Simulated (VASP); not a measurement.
**Sn: relaxation of cell and atoms with PBE**

The system is Sn.

```
Sn
1.0
    -2.94014    2.94014    1.59930
     2.94014   -2.94014    1.59930
     2.94014    2.94014   -1.59930
Sn
2
Direct
  0.00000 0.00000 0.00000
  0.75000 0.25000 0.50000
```

- Program: VASP 6.6.1
- Task: relaxation of cell and atoms
- Functional: PBE
- Potentials or basis: VASP PAW PBE potentials, release 64 (Sn_d)
- Cutoff: 600 eV
- k mesh: 9 × 9 × 9
- Occupations: fermi-dirac, width 0.05 eV
- Spin: no spin polarisation
- Target pressure: 10 GPa
- Dipole correction: no
- Further INCAR settings: ALGO = Fast; EDIFF = 1e-06; IBRION = 2; EDIFFG = -0.01; NSW = 60; ISIF = 3

The relaxed volume is 24.50 Å³/atom, the relaxed cell is a = 4.290 Å, b = 4.290 Å, c = 4.290 Å, α = 97.24°, β = 97.24°, γ = 138.40° and the space group after relaxing (to 0.1 Å) is I4_1/amd (No. 141). The energy change on relaxing (the run minimises the enthalpy) is +102.9 meV/atom, the ionic steps are 6 and the pressure after relaxing is 10.0 GPa. The band gap on the k mesh is zero (bands 14 and 15 overlap by 4.50 eV).

Step by step:
```
step  energy change (eV)  largest force (eV/Å)  pressure (GPa)  volume (Å³)
   1              0.0000                0.0000            1.38        55.30
   2              0.6660                0.0000           21.70        44.23
   3              0.1982                0.0000            9.90        49.14
   4              0.2055                0.0000           10.04        49.02
   5              0.2056                0.0000           10.03        49.00
   6              0.2059                0.0000           10.03        49.00
```

Final structure:
```cif
data_structure
_symmetry_space_group_name_H-M 'P 1'
_symmetry_Int_Tables_number 1
_cell_length_a 4.2898
_cell_length_b 4.2898
_cell_length_c 4.2898
_cell_angle_alpha 97.245
_cell_angle_beta 97.245
_cell_angle_gamma 138.398
_cell_volume 49.00
loop_
_atom_site_label
_atom_site_type_symbol
_atom_site_fract_x
_atom_site_fract_y
_atom_site_fract_z
_atom_site_occupancy
Sn1 Sn 0.00000 0.00000 0.00000 1
Sn2 Sn 0.75000 0.25000 0.50000 1
```

Levels at points of the mesh, in eV from the Fermi level:
| k point | band 12 | band 13 | band 14 | band 15 | band 16 | band 17 |
| --- | --- | --- | --- | --- | --- | --- |
| (0.00, 0.00, 0.00) | -3.52 | -2.38 | -2.38 | 2.71 | 6.57 | 6.57 |

It took 5.8 min on 1 thread of Intel(R) Xeon(R) Platinum 8259CL CPU @ 2.50GHz (Skylake/Cascade Lake), on a shared host, peak memory 0.26 GiB.

Caveat: the cell is relaxed towards a set pressure, so the run minimises the enthalpy, not the energy; spin-orbit coupling is left out, which moves the levels of the heavy elements.
